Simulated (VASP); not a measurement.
# Sn2O (P4_2/mnm) in VASP: single point with r2SCAN

Aim: the single point of Sn2O with r2SCAN.

Program: VASP 6.6.1. These are calculated values, not measurements. Logs are shortened: lines on timing, memory, paths and dates and some standing lists are left out, and cuts for length are marked.

### Step 1. The cell of the first run

The structure is tetragonal, space group P4_2/mnm (No. 136). The conventional cell has a = 6.527 Å, b = 6.527 Å, c = 3.049 Å, α = 90.00°, β = 90.00°, γ = 90.00°. Within 3.1 Å of Sn (site symmetry m2m) lie 3 O at 2.32 to 2.87 Å and 2 Sn at 3.05 Å. Within 3.1 Å of O (site symmetry mmm) lie 6 Sn at 2.32 to 2.87 Å and 2 O at 3.05 Å.

### Step 2. Single point, r2SCAN

Contents of POSCAR:

```
Sn2O
1.0
    6.5273649378      0.0000000000      0.0000000000
    0.0000000000      6.5273649378      0.0000000000
    0.0000000000      0.0000000000      3.0486271324
Sn O
4 2
Direct
    0.3104275486      0.3104275486      0.0000000000
    0.1895724514      0.8104275486      0.5000000000
    0.6895724514      0.6895724514      0.0000000000
    0.8104275486      0.1895724514      0.5000000000
    0.0000000000      0.0000000000      0.0000000000
    0.5000000000      0.5000000000      0.5000000000
```

Contents of INCAR.step1:

```
SYSTEM = Sn2O
ALGO = Normal
EDIFF = 1E-4
ENCUT = 520
GGA = PE
ISMEAR = 0
LASPH = .True.
LCHARG = .False.
LREAL = .False.
LWAVE = .True.
NBANDS = 43
NELM = 80
PREC = Accurate
SIGMA = 0.1
```

Contents of INCAR.step2:

```
SYSTEM = Sn2O
ALGO = Normal
EDIFF = 1E-7
ENCUT = 520
ISIF = 2
ISMEAR = 0
ISTART = 1
LASPH = .True.
LCHARG = .False.
LMIXTAU = .True.
LREAL = .False.
LWAVE = .False.
METAGGA = R2SCAN
NBANDS = 43
NELM = 80
PREC = Accurate
SIGMA = 0.1
```

Contents of KPOINTS:

```
k-points
0
Gamma
  6 6 10
  0 0 0
```

Potentials or basis: VASP PAW PBE potentials, release 64 (Sn_d, O).

Started as:

```
cat potpaw_PBE.64/Sn_d/POTCAR potpaw_PBE.64/O/POTCAR > POTCAR
cp INCAR.step1 INCAR
mpirun -np 1 vasp_std > vasp.out
cp INCAR.step2 INCAR
mpirun -np 1 vasp_std > vasp.out
```

OUTCAR:

```text
SYSTEM = Sn2O
   EDIFF = 1E-7
   ENCUT = 520
   ISIF = 2
   ISMEAR = 0
   ISTART = 1
   LASPH = .True.
   LREAL = .False.
   METAGGA = R2SCAN
   NELM = 80
   PREC = Accurate

 ion  position               nearest neighbor table
   1  0.310  0.310  0.000-   6 2.32   6 2.32   3 3.50   2 3.69   2 3.69   4 3.69   4 3.69   2 3.69
                             2 3.69   4 3.69   4 3.69
   2  0.190  0.810  0.500-   5 2.32   5 2.32   4 3.50   3 3.69   1 3.69   3 3.69   1 3.69   1 3.69
                             1 3.69   3 3.69   3 3.69
   3  0.690  0.690  0.000-   6 2.32   6 2.32   1 3.50   2 3.69   2 3.69   4 3.69   4 3.69   4 3.69
                             4 3.69   2 3.69   2 3.69
   4  0.810  0.190  0.500-   5 2.32   5 2.32   2 3.50   1 3.69   1 3.69   3 3.69   3 3.69   3 3.69
                             3 3.69   1 3.69   1 3.69
   5  0.000  0.000  0.000-   2 2.32   4 2.32   2 2.32   4 2.32
   6  0.500  0.500  0.500-   1 2.32   3 2.32   1 2.32   3 2.32

  LATTYP: Found a simple tetragonal cell.
 ALAT       =     6.5273649378
 C/A-ratio  =     0.4670532690

  Lattice vectors:

 A1 = (   6.5273649378,   0.0000000000,   0.0000000000)
 A2 = (   0.0000000000,   6.5273649378,   0.0000000000)
 A3 = (   0.0000000000,   0.0000000000,   3.0486271324)

Analysis of symmetry for initial positions (statically):
=====================================================================
 Subroutine PRICEL returns:
 Original cell was already a primitive cell.

 Routine SETGRP: Setting up the symmetry group for a
 simple tetragonal supercell.

 Subroutine GETGRP returns: Found 16 space group operations
 (whereof  8 operations were pure point group operations)
 out of a pool of 16 trial point group operations.

The static configuration has the point symmetry D_2h.
 The point group associated with its full space group is D_4h.

Analysis of symmetry for dynamics (positions and initial velocities):
=====================================================================
 Subroutine PRICEL returns:
 Original cell was already a primitive cell.

 Routine SETGRP: Setting up the symmetry group for a
 simple tetragonal supercell.

 Subroutine GETGRP returns: Found 16 space group operations
 (whereof  8 operations were pure point group operations)
 out of a pool of 16 trial point group operations.

The dynamic configuration has the point symmetry D_2h.
 The point group associated with its full space group is D_4h.

 Subroutine INISYM returns: Found 16 space group operations
 (whereof  8 operations are pure point group operations),
 and found     1 'primitive' translations

----------------------------------------------------------------------------------------

                                     Primitive cell

  volume of cell :     129.8913

  direct lattice vectors                    reciprocal lattice vectors
     6.527364938  0.000000000  0.000000000     0.153201178  0.000000000  0.000000000
     0.000000000  6.527364938  0.000000000     0.000000000  0.153201178  0.000000000
     0.000000000  0.000000000  3.048627132     0.000000000  0.000000000  0.328016499

  length of vectors
     6.527364938  6.527364938  3.048627132     0.153201178  0.153201178  0.328016499

  position of ions in fractional coordinates (direct lattice)
     0.310427549  0.310427549  0.000000000
     0.189572451  0.810427549  0.500000000
     0.689572451  0.689572451  0.000000000
     0.810427549  0.189572451  0.500000000
     0.000000000  0.000000000  0.000000000
     0.500000000  0.500000000  0.500000000

  ion indices of the primitive-cell ions
   primitive index   ion index
                 1           1
                 2           2
                 3           3
                 4           4
                 5           5
                 6           6

----------------------------------------------------------------------------------------

 KPOINTS: k-points

Automatic generation of k-mesh.
 Grid dimensions read from file:
 generate k-points for:    6    6   10

 Generating k-lattice:

  Cartesian coordinates                     Fractional coordinates (reciprocal lattice)
     0.025533530  0.000000000  0.000000000     0.166666667  0.000000000  0.000000000
     0.000000000  0.025533530  0.000000000     0.000000000  0.166666667  0.000000000
     0.000000000  0.000000000  0.032801650     0.000000000  0.000000000  0.100000000

  Length of vectors
     0.025533530  0.025533530  0.032801650

  Shift w.r.t. Gamma in fractional coordinates (k-lattice)
     0.000000000  0.000000000  0.000000000

 Subroutine IBZKPT returns following result:
 ===========================================

 Found     60 irreducible k-points:

 Following reciprocal coordinates:
            Coordinates               Weight
  0.000000  0.000000  0.000000      1.000000
  0.166667  0.000000  0.000000      4.000000
  0.333333  0.000000  0.000000      4.000000
  0.500000  0.000000  0.000000      2.000000
  0.166667  0.166667  0.000000      4.000000
  0.333333  0.166667  0.000000      8.000000
[... 16 lines left out ...]
  0.333333  0.000000  0.200000      8.000000
  0.500000  0.000000  0.200000      4.000000
 [... further k-points ...]
   k-points           NKPTS =     60   k-points in BZ     NKDIM =     60   number of bands    NBANDS=     43
   number of dos      NEDOS =    301   number of ions     NIONS =      6
   total plane-waves  NPLWV =  60000
   dimension x,y,z NGX =    50 NGY =   50 NGZ =   24
   dimension x,y,z NGXF=   100 NGYF=  100 NGZF=   48
   ions per type =               4   2
   NGX,Y,Z   is equivalent  to a cutoff of  12.73, 12.73, 13.09 a.u.
   NGXF,Y,Z  is equivalent  to a cutoff of  25.47, 25.47, 26.18 a.u.
 SYSTEM =  Sn2O
   PREC   = accura    normal or accurate (medium, high low for compatibility)
   ISTART =      1    job   : 0-new  1-cont  2-samecut
   ICHARG =      0    charge: 1-file 2-atom 10-const
   ISPIN  =      1    spin polarized calculation?
   LNONCOLLINEAR =      F non collinear calculations
   LSORBIT =      F    spin-orbit coupling
   LASPH  =      T    aspherical Exc in radial PAW
   ENCUT  =  520.0 eV  38.22 Ry    6.18 a.u.  12.14 12.14  5.67*2*pi/ulx,y,z
   NELM   =     80;   NELMIN=  2; NELMDL=  0     # of ELM steps
   EDIFF  = 0.1E-06   stopping-criterion for ELM
   LREAL  =      F    real-space projection
   EDIFFG = 0.1E-05   stopping-criterion for IOM
   NSW    =      0    number of steps for IOM
   IBRION =     -1    ionic relax: 0-MD 1-quasi-New 2-CG
   NFREE  =      0    steps in history (QN), initial steepest desc. (CG)
   ISIF   =      2    stress and relaxation
   ISYM   =      2    0-nonsym 1-usesym 2-fastsym
   POTIM  = 0.5000    time-step for ionic-motion
   TEBEG  =    0.0;   TEEND  =   0.0 temperature during run
   PSTRESS=    0.0 pullay stress
   NELECT =      68.0000    total number of electrons
   NUPDOWN=      -1.0000    fix difference up-down
   EMIN   =  10.00;   EMAX   =-10.00  energy-range for DOS
   EFERMI =   0.00;   METHOD = LEGACY
   ISMEAR =     0;   SIGMA  =   0.10  broadening in eV -4-tet -1-fermi 0-gaus
   EFERMI_NEDOS =   21; number of points for ismear=-14 and -15
   IALGO  =     38    algorithm
   IMIX   =      4    mixing-type and parameters
     AMIX     =   0.40;   BMIX     =  1.00
     AMIX_MAG =   1.60;   BMIX_MAG =  1.00
  volume/ion in A,a.u.               =      21.65       146.09
  Fermi-wavevector in a.u.,A,eV,Ry     =   1.319424  2.493350 23.686112  1.740880
  Thomas-Fermi vector in A             =   2.449323
   LORBIT       =      0    0 simple, 1 ext, 2 COOP (PROOUT), +10 PAW based schemes
   METAGGA = R2SCAN    functional components
   LHFCALC =     F    Hartree Fock is set to
   AEXX    =    0.0000 exact exchange contribution
   IVDW    =     0    specifies the selected vdW correction
   LEPSILON=     F    determine dielectric tensor
   LRPA    =     F    only Hartree local field effects (RPA)
 non-spin polarized calculation
 Gauss-broadening in eV      SIGMA  =   0.10
  energy-cutoff  :      520.00
  volume of cell :      129.89
 maximum number of plane-waves:      3536
 NGX is ok and might be reduce to    50
   NGX = 25   NGY = 25   NGZ = 11

 number of electron      67.9999983 magnetization

 Free energy of the ion-electron system (eV)
  ---------------------------------------------------
  ext. energy  EPLUGINS =         0.00000000
  ---------------------------------------------------
  free energy    TOTEN  =      -112.83858176 eV

  energy without entropy =     -112.82689752  energy(sigma->0) =     -112.83273964

 E-fermi :   7.2081     XC(G=0): -10.8556

 val. band max:        7.2034764624   @ k =   0.3333   0.3333   0.0000
 cond. band min:       7.2092620344   @ k =   0.1667   0.1667   0.0000
 fundamental gap:      0.0057855720
 Fermi energy:         7.2081230147

 k-point     1 :       0.0000    0.0000    0.0000
  band No.  band energies     occupation
      1     -15.5984      2.00000
      2     -15.5982      2.00000
      3     -15.5458      2.00000
      4     -15.5458      2.00000
      5     -15.5439      2.00000
      6     -15.4444      2.00000
[... 35 lines left out ...]
     42      14.8671      0.00000
     43      15.2350      0.00000

 k-point     2 :       0.1667    0.0000    0.0000
  band No.  band energies     occupation
      1     -15.5967      2.00000
      2     -15.5943      2.00000
      3     -15.5454      2.00000
      4     -15.5448      2.00000
      5     -15.5432      2.00000
      6     -15.4547      2.00000
[... 35 lines left out ...]
     42      14.8188      0.00000
     43      15.1760      0.00000

 k-point     3 :       0.3333    0.0000    0.0000
  band No.  band energies     occupation
      1     -15.5928      2.00000
      2     -15.5882      2.00000
      3     -15.5446      2.00000
      4     -15.5431      2.00000
      5     -15.5351      2.00000
      6     -15.4803      2.00000
[... 919 lines left out ...]
      6     -15.4130      2.00000
[... 35 lines left out ...]
     42      12.6687      0.00000
     43      13.0610      0.00000

 k-point    24 :       0.5000    0.0000    0.2000
  band No.  band energies     occupation
      1     -15.5981      2.00000
      2     -15.5981      2.00000
      3     -15.4396      2.00000
      4     -15.4396      2.00000
      5     -15.4126      2.00000
      6     -15.4126      2.00000
[... 35 lines left out ...]
     42      12.2059      0.00000
     43      13.3147      0.00000

 [... further k-points ...]
[... 5 lines left out ...]
  --------------------------------------------------------------------------------------
  -------------------------------------------------------------------------------------
  Total        0.1515230      0.1515230      0.2648972      0.0000000      0.0000000      0.0000000
  in kB        1.8689991      1.8689991      3.2674412      0.0000000      0.0000000      0.0000000
  external PRESSURE =       2.3351465 kB  Pullay stress =       0.0000000 kB

 VOLUME and BASIS-vectors are now :
 -----------------------------------------------------------------------------
  energy-cutoff  :      520.00
  volume of cell :      129.89
      direct lattice vectors                 reciprocal lattice vectors
     6.527364938  0.000000000  0.000000000     0.153201178  0.000000000  0.000000000
     0.000000000  6.527364938  0.000000000     0.000000000  0.153201178  0.000000000
     0.000000000  0.000000000  3.048627132     0.000000000  0.000000000  0.328016499

 POSITION                                       TOTAL-FORCE (eV/Angst)
 -----------------------------------------------------------------------------------
      2.02627      2.02627      0.00000        -0.044194     -0.044194      0.000000
      1.23741      5.28996      1.52431         0.044194     -0.044194      0.000000
      4.50109      4.50109      0.00000         0.044194      0.044194      0.000000
      5.28996      1.23741      1.52431        -0.044194      0.044194      0.000000
      0.00000      0.00000      0.00000         0.000000      0.000000      0.000000
      3.26368      3.26368      1.52431         0.000000      0.000000      0.000000
 -----------------------------------------------------------------------------------
    total drift:                               -0.000000      0.000000      0.000000

  FREE ENERGIE OF THE ION-ELECTRON SYSTEM (eV)
  ---------------------------------------------------
  free  energy   TOTEN  =      -112.8385817636 eV

  energy  without entropy=     -112.8268975229  energy(sigma->0) =     -112.83273964
```

It took 11 min on 1 thread of Intel Xeon 6975P-C (Granite Rapids), shared host; peak memory 0.41 GiB.

Results:

```yaml
Free_energy: -112.8386 eV
Pressure: 0.2 GPa
Largest_force: 0.062 eV/Å
Band_gap_on_the_k_mesh: zero (bands 34 and 35 overlap by 1.89 eV)
```

Forces in eV/Å, atoms in the order of the input:
```
Sn  -0.044 -0.044  0.000
Sn   0.044 -0.044  0.000
Sn   0.044  0.044  0.000
Sn  -0.044  0.044  0.000
O    0.000  0.000  0.000
O    0.000  0.000  0.000
```

Stress tensor (GPa, compression positive):
```
0.19 0.00 0.00
0.00 0.19 0.00
0.00 0.00 0.33
```

Caveat: the PAW data sets were made with another functional, which shifts forces and pressure a little; spin-orbit coupling is left out, which moves the levels of the heavy elements.
